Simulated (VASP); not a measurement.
# CdF2: single point with PBE

The system is CdF2.

```
Cd F
1.0
     2.70029    2.70029    0.00000
    -2.70029    2.70029    0.00000
     0.00000    0.00000    5.81036
Cd F
2 4
Direct
  0.00000 0.00000 0.00000
  0.50000 0.50000 0.50000
  0.00000 0.50000 0.75000
  0.50000 0.00000 0.75000
  0.50000 0.00000 0.25000
  0.00000 0.50000 0.25000
```

```json
{"Program": "VASP 6.6.1", "Task": "single point", "Functional": "PBE", "Potentials or basis": "VASP PAW PBE potentials, release 64 (Cd, F)", "Cutoff": "520 eV", "k mesh": "6 × 6 × 4", "Occupations": "gaussian, width 0.02 eV", "Spin": "no spin polarisation", "Dipole correction": "no", "Further INCAR settings": "ALGO = Normal; EDIFF = 1e-07; NBANDS = 35"}
```

```json
{
  "Pressure": "-2.1 GPa",
  "Band gap on the k mesh": "2.64 eV"
}
```

Stress tensor (GPa, compression positive):
```
 0.38  0.00  0.00
 0.00  0.38  0.00
 0.00  0.00 -7.11
```

Levels at points of the mesh, in eV from the valence-band top:
```
           k point  band 22  band 23  band 24  band 25  band 26  band 27  band 28  band 29  band 30  band 31
(0.00, 0.00, 0.00)    -0.67    -0.67    -0.57    -0.09    -0.09     2.64     7.22     9.25    11.74    12.15
(0.50, 0.00, 0.00)    -1.51    -0.58    -0.58    -0.51    -0.51     6.10     6.10     9.45     9.45    12.18
(0.50, 0.50, 0.00)    -0.31    -0.30    -0.30    -0.05    -0.05     7.19     7.19     9.00     9.00    11.65
(0.00, 0.00, 0.50)    -0.61    -0.27    -0.27    -0.27    -0.27     4.71     4.71    10.62    10.62    12.94
(0.50, 0.00, 0.50)    -1.55    -0.56    -0.56    -0.51    -0.51     6.44     6.44     8.70     8.70    13.49
(0.50, 0.50, 0.50)    -1.47    -0.35    -0.35     0.00     0.00     7.26     7.26    10.78    10.78    10.78
```

Wall time 64 s on 1 thread of Intel(R) Xeon(R) Platinum 8259CL CPU @ 2.50GHz (Skylake/Cascade Lake), with other jobs on the host, peak memory 0.22 GiB.

A k mesh can miss the band edges.
